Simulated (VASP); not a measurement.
# Te (Fd-3m) in VASP: a series of runs, part 2 of 2

VASP 6.6.1. Earlier steps stand in the parts before.

### Step 4. Single point, LDA (46.31 Å³/atom)

This run uses another cell than the first one, of 46.31 Å³/atom.

INCAR reads:

```
  PREC = Accurate
  ENCUT = 520
  EDIFF = 1E-7
  ISMEAR = -1
  SIGMA = 0.1
  LREAL = F
  LASPH = T
  NELM = 80
  ALGO = Normal
  ISIF = 2
  LWAVE = F
  LCHARG = T
  LELF = T
  LVHAR = T
  NBANDS = 13
```

KPOINTS reads:

```
regular mesh
0
Gamma
  9 9 9
```

POSCAR reads:

```
Te
1.0
    0.0000000000      3.5910451709      3.5910451709
    3.5910451709      0.0000000000      3.5910451709
    3.5910451709      3.5910451709      0.0000000000
Te
2
Direct
    0.1250000000      0.1250000000      0.1250000000
    0.8750000000      0.8750000000      0.8750000000
```

Potentials or basis: VASP PAW LDA potentials, release 64 (Te).

Run with:

```console
> cat potpaw_LDA.64/Te/POTCAR > POTCAR
> mpirun -np 1 vasp_std > vasp.out
```

OUTCAR:

```text
PREC = Accurate
   ENCUT = 520
   EDIFF = 1E-7
   ISMEAR = -1
   LREAL = F
   LASPH = T
   NELM = 80
   ISIF = 2

 ion  position               nearest neighbor table
   1  0.125  0.125  0.125-   2 3.11   2 3.11   2 3.11   2 3.11
   2  0.875  0.875  0.875-   1 3.11   1 3.11   1 3.11   1 3.11

  LATTYP: Found a face centered cubic cell.
 ALAT       =     7.1820903418

  Lattice vectors:

 A1 = (   0.0000000000,   3.5910451709,   3.5910451709)
 A2 = (   3.5910451709,   0.0000000000,   3.5910451709)
 A3 = (   3.5910451709,   3.5910451709,   0.0000000000)

Analysis of symmetry for initial positions (statically):
=====================================================================
 Subroutine PRICEL returns:
 Original cell was already a primitive cell.

 Routine SETGRP: Setting up the symmetry group for a
 face centered cubic supercell.

 Subroutine GETGRP returns: Found 48 space group operations
 (whereof 12 operations were pure point group operations)
 out of a pool of 48 trial point group operations.

The static configuration has the point symmetry D_3d.
 The point group associated with its full space group is O_h .

[... 166 lines left out ...]
 Fermi energy:         3.0404884184

 k-point     1 :       0.0000    0.0000    0.0000
  band No.  band energies     occupation
      1      -9.8743      2.00000
      2      -5.7101      2.00000
      3       0.1154      2.00000
      4       0.1154      2.00000
      5       0.1154      2.00000
      6       2.3902      1.99701
      7       2.3902      1.99701
      8       2.3902      1.99701
      9       6.4979      0.00000
     10       8.9969      0.00000
     11       8.9969      0.00000
     12      10.3757      0.00000
     13      10.3757      0.00000
[... 354 lines left out ...]
  band No.  band energies     occupation
      1      -8.5541      2.00000
      2      -7.8933      2.00000
      3      -1.0681      2.00000
      4      -1.0681      2.00000
      5       1.3861      2.00000
      6       1.4708      2.00000
      7       4.8493      0.00000
      8       4.8493      0.00000
      9       7.5939      0.00000
     10       8.4989      0.00000
     11      10.7221      0.00000
     12      10.7221      0.00000
     13      10.9744      0.00000

 [... further k-points ...]
[... 5 lines left out ...]
  --------------------------------------------------------------------------------------
  -------------------------------------------------------------------------------------
  Total       -1.1915709     -1.1915709     -1.1915709     -0.0000000     -0.0000000      0.0000000
  in kB      -20.6128420    -20.6128420    -20.6128420     -0.0000000     -0.0000000      0.0000000
  external PRESSURE =     -20.6128420 kB  Pullay stress =       0.0000000 kB

 VOLUME and BASIS-vectors are now :
 -----------------------------------------------------------------------------
  energy-cutoff  :      520.00
  volume of cell :       92.62
      direct lattice vectors                 reciprocal lattice vectors
     0.000000000  3.591045171  3.591045171    -0.139235230  0.139235230  0.139235230
     3.591045171  0.000000000  3.591045171     0.139235230 -0.139235230  0.139235230
     3.591045171  3.591045171  0.000000000     0.139235230  0.139235230 -0.139235230

 POSITION                                       TOTAL-FORCE (eV/Angst)
 -----------------------------------------------------------------------------------
      0.89776      0.89776      0.89776         0.000000      0.000000      0.000000
      6.28433      6.28433      6.28433        -0.000000     -0.000000     -0.000000
 -----------------------------------------------------------------------------------
    total drift:                                0.000000      0.000000     -0.000000

  FREE ENERGIE OF THE ION-ELECTRON SYSTEM (eV)
  ---------------------------------------------------
  free  energy   TOTEN  =        -6.5309061547 eV

  energy  without entropy=       -6.4642354787  energy(sigma->0) =       -6.49757082
```

OSZICAR:

```text
N       E                     dE             d eps       ncg     rms          rms(c)
DAV:   1     0.443563349132E+02    0.44356E+02   -0.41665E+03   910   0.709E+02
DAV:   2    -0.323532503790E+01   -0.47592E+02   -0.44847E+02  1301   0.104E+02
DAV:   3    -0.647171647758E+01   -0.32364E+01   -0.32047E+01  1110   0.302E+01
DAV:   4    -0.653896357335E+01   -0.67247E-01   -0.67228E-01  1189   0.524E+00
DAV:   5    -0.654023644091E+01   -0.12729E-02   -0.12728E-02  1220   0.695E-01    0.105E+01
DAV:   6    -0.653403193364E+01    0.62045E-02   -0.30891E-03  1123   0.292E-01    0.638E+00
DAV:   7    -0.653090206495E+01    0.31299E-02   -0.55422E-03  1090   0.387E-01    0.121E-01
DAV:   8    -0.653090483202E+01   -0.27671E-05   -0.16157E-04  1106   0.783E-02    0.103E-01
DAV:   9    -0.653090664920E+01   -0.18172E-05   -0.79754E-06  1406   0.170E-02    0.538E-02
DAV:  10    -0.653090614133E+01    0.50787E-06   -0.90864E-07  1075   0.513E-03    0.220E-02
DAV:  11    -0.653090615472E+01   -0.13396E-07   -0.86435E-08   855   0.174E-03
   1 F= -.65309062E+01 E0= -.64975708E+01  d E =-.666707E-01
```

Wall time 72 s (1 thread of Intel Xeon 8259CL, shared host); peak memory 0.21 GiB.

Results:

| Property | Result |
| --- | --- |
| Free energy | -6.5309 eV |
| Pressure | -2.1 GPa |
| Band gap on the k mesh | zero (bands 6 and 7 overlap by 0.89 eV) |

Levels at points of the mesh, in eV from the Fermi level:
| k point | band 2 | band 3 | band 4 | band 5 | band 6 | band 7 | band 8 | band 9 | band 10 | band 11 |
| --- | --- | --- | --- | --- | --- | --- | --- | --- | --- | --- |
| (0.00, 0.00, 0.00) | -8.75 | -2.93 | -2.93 | -2.93 | -0.65 | -0.65 | -0.65 | 3.46 | 5.96 | 5.96 |

Caveat: spin-orbit coupling is left out, which moves the levels of the heavy elements.

### Step 5. Single point, LDA (48.02 Å³/atom)

This run uses another cell than the first one, of 48.02 Å³/atom.

INCAR reads:

```
SYSTEM = Te
  ALGO = Normal
  EDIFF = 1E-7
  ENCUT = 520
  ISIF = 2
  ISMEAR = -1
  LASPH = .TRUE.
  LCHARG = .FALSE.
  LREAL = .FALSE.
  LWAVE = .FALSE.
  NBANDS = 13
  NELM = 60
  PREC = Accurate
  SIGMA = 0.1
```

KPOINTS reads:

```
k-points
0
G
  9 9 9
  0 0 0
```

POSCAR reads:

```
Te
1.0
    0.0000000000      3.6348427211      3.6348427211
    3.6348427211      0.0000000000      3.6348427211
    3.6348427211      3.6348427211      0.0000000000
Te
2
Direct
    0.1250000000      0.1250000000      0.1250000000
    0.8750000000      0.8750000000      0.8750000000
```

Run with:

```console
> cat potpaw_LDA.64/Te/POTCAR > POTCAR
> mpirun -np 1 vasp_std > vasp.out
```

It took 71 s on 1 thread of Intel Xeon 8259CL, shared host; peak memory 0.21 GiB.

It converged, with:

| Item | Value |
| --- | --- |
| Free energy | -6.4782 eV |
| Pressure | -2.8 GPa |
| Band gap on the k mesh | zero (bands 6 and 7 overlap by 0.85 eV) |

Levels at points of the mesh, in eV from the Fermi level:
```csv
k point,band 2,band 3,band 4,band 5,band 6,band 7,band 8,band 9,band 10,band 11
"(0.00, 0.00, 0.00)",-8.83,-2.81,-2.81,-2.81,-0.60,-0.60,-0.60,3.49,5.99,5.99
```

Caveat: spin-orbit coupling is left out, which moves the levels of the heavy elements.

### Step 6. The runs side by side

| cell | gap on the mesh (eV) | pressure (GPa) |
| --- | --- | --- |
| a = 4.950 Å, angles 60.0°, 2 atoms | none | 0.1 |
| a = 5.015 Å, angles 60.0°, 2 atoms | none | -1.1 |
| a = 5.079 Å, angles 60.0°, 2 atoms | none | -2.1 |
| a = 5.140 Å, angles 60.0°, 2 atoms | none | -2.8 |

Alike in all rows: task single point; level LDA; potentials or basis VASP PAW LDA potentials, release 64 (Te); no spin polarisation; k mesh 9 × 9 × 9; cutoff (eV) 520; smearing fermi-dirac 0.1 eV.

Caveats: spin-orbit coupling is left out, which moves the levels of the heavy elements.

Absolute energies hang on the potentials; compare differences alone.
